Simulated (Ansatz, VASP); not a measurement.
One calculation of La, two programs

```xyz
2
Lattice="3.7500 0.0000 0.0000 -1.8750 3.2476 0.0000 0.0000 0.0000 6.0700" Properties=species:S:1:pos:R:3 pbc="T T T"
La    0.0000    2.1651    1.5175
La    1.8750    1.0825    4.5525
```

Alike in both runs: task relaxation of cell and atoms; functional PBEsol; k mesh 12 × 12 × 6; occupations fermi-dirac, width 0.05 eV; no spin polarisation.

|  | VASP | Ansatz |
| --- | --- | --- |
| version | VASP 6.6.1 | Ansatz 0.2.0 |
| potentials or method | VASP PAW PBE potentials, release 64 (La) | PAW with Ansatz's default frozen-core files, scalar-relativistic |
| plane-wave cutoff (eV) | 500 | 420 |
| valence electrons in the cell | 22 | 22 |

|  | VASP | Ansatz | Ansatz less VASP |
| --- | --- | --- | --- |
| relaxed volume (Å³/atom) | 34.56 | 34.49 | -0.071 |
| relaxed length of the cell vector where the two differ most in proportion (Å) | 5.937 | 5.924 | -0.0130 |

VASP's potentials were made for PBE, not for PBEsol.

Spin-orbit coupling is off throughout.
